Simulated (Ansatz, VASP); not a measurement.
## Two plane-wave programs on Al4NiPd3

```
CELL_PARAMETERS angstrom
4.27674 0.00000 0.00000
0.00000 4.27674 0.00000
0.00000 0.00000 6.11941
ATOMIC_POSITIONS crystal
Al 0.50000 0.00000 0.75910
Al 0.00000 0.50000 0.75910
Al 0.50000 0.00000 0.24090
Al 0.00000 0.50000 0.24090
Ni 0.50000 0.50000 0.00000
Pd 0.00000 0.00000 0.00000
Pd 0.00000 0.00000 0.50000
Pd 0.50000 0.50000 0.50000
```

Alike in both runs: task single point; functional PBE; k mesh 4 × 4 × 4; occupations gaussian, width 0.1 eV; no spin polarisation.

|  | VASP | Ansatz |
| --- | --- | --- |
| version | VASP 6.6.1 | Ansatz 0.2.0 |
| potentials or method | VASP PAW PBE potentials, release 64 (Al, Ni, Pd), cutoff 520 eV | scalar-relativistic, plane waves, PAW |
| valence electrons in the cell | 52 | 84 |

```csv
,VASP,Ansatz,Ansatz less VASP
gap on the k mesh at the Fermi level (eV),none,none,-
pressure (GPa),0.0,0.0,+0.01
"traceless stress, the component that is largest in VASP (GPa)",-0.35,-0.34,+0.009
rms of the force components (eV/Å),0.029,0.029,+0.0001
```

Atom by atom the forces differ by 0.000 eV/Å (rms over components). A gap of «none» marks a metal or a gap that the smearing closes. VASP's potentials hold 52 valence electrons a cell and Ansatz's 84, so a difference there can come from the potentials and not from the codes.

The k mesh is coarse, so the values compare programs but aren't converged.
